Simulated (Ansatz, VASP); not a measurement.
**MnO2: VASP beside Ansatz**

INCAR

```
PREC     = Accurate       # precision mode
ENCUT    = 520            # plane-wave cutoff, eV
EDIFF    = 1E-6           # SCF threshold, eV
ISMEAR   = -1             # smearing method
SIGMA    = 0.05           # smearing width, eV
LREAL    = False          # projectors in reciprocal space
LASPH    = True           # aspherical terms in the spheres
NELM     = 150            # most SCF steps
ALGO     = Normal         # electronic algorithm
ISIF     = 2              # what is computed and relaxed
LWAVE    = False          # write WAVECAR
LCHARG   = False          # write CHGCAR
ISPIN    = 2              # spin polarisation
MAGMOM   = 8 8 0 0 0 0    # initial moments
LORBIT   = 11             # projections on sites
NUPDOWN  = 16.0           # fixed moment
LMAXMIX  = 4              # l up to which the mixer works
GGA      = PS             # functional
NBANDS   = 38             # bands
```

File KPOINTS:

```
regular mesh
0
Gamma
  8 6 4
```

File POSCAR:

```
MnO2
1.0
    2.9041580000      0.0000000000      0.0000000000
    0.0000000000      3.8448100000      0.0000000000
    0.0000000000      0.0000000000      6.1642640000
Mn O
2 4
Direct
    0.5000000000      0.5000000000      0.3433015000
    0.0000000000      0.0000000000      0.6566985000
    0.5000000000      0.0000000000      0.8375675000
    0.0000000000      0.5000000000      0.1624325000
    0.5000000000      0.0000000000      0.4217995000
    0.0000000000      0.5000000000      0.5782005000
```

The input input.yaml:

```yaml
crystal:
  lattice:
    - [2.904158, 0.0, 0.0]
    - [0.0, 3.84481, 0.0]
    - [0.0, 0.0, 6.164264]
  atoms:
    - { symbol: Mn, position: [0.5, 0.5, 0.3433015], spin: 8.0 }
    - { symbol: Mn, position: [0.0, 0.0, 0.6566985], spin: 8.0 }
    - { symbol: O, position: [0.5, 0.0, 0.8375675] }
    - { symbol: O, position: [0.0, 0.5, 0.1624325] }
    - { symbol: O, position: [0.5, 0.0, 0.4217995] }
    - { symbol: O, position: [0.0, 0.5, 0.5782005] }
hamiltonian:
  xc: pbesol
  pseudopotentials: { kind: paw }
magnetization:
  spin_polarized: true
  initial_magnetization: 16.0
  spin_locking: { lock_magnetization: hard }
kpoints:
  mp_grid: { grid: [8, 6, 4] }
scf:
  occupations: { method: fermi_dirac, width: 0.05 }
  lower_state_search: "off"
output:
  forces: true
  stress: true
  eigenvalues: true
  write_density: true
  write_potential: true
  elf: true
  volumetric_format: npy
```

Alike in both runs: task single point; functional PBEsol; k mesh 8 × 6 × 4; occupations fermi-dirac, width 0.05 eV; collinear spin; fixed moment 16 μB.

```csv
,VASP,Ansatz
version,VASP 6.6.1,Ansatz 0.2.0
potentials or method,"VASP PAW PBE potentials, release 64 (Mn_pv, O)",Ansatz PAW
plane-wave cutoff (eV),520,420
valence electrons in the cell,50,54
```

VASP gave:

```
rms of the force components (eV/Å)                            : 1.980
net moment per atom (μB)                                      : 2.67
size of the moment on the site where the two differ most (μB) : 4.49
```

What did Ansatz give for the same quantities?

rms of the force components (eV/Å): 1.935; net moment per atom (μB): 2.67; size of the moment on the site where the two differ most (μB): 3.73.

VASP's potentials were made for PBE, not for PBEsol. Site moments also hang on the region over which each program counts them. Atom by atom the forces differ by 0.046 eV/Å (rms over components). VASP's potentials hold 50 valence electrons a cell and Ansatz's 54, so a difference there can come from the potentials and not from the codes.
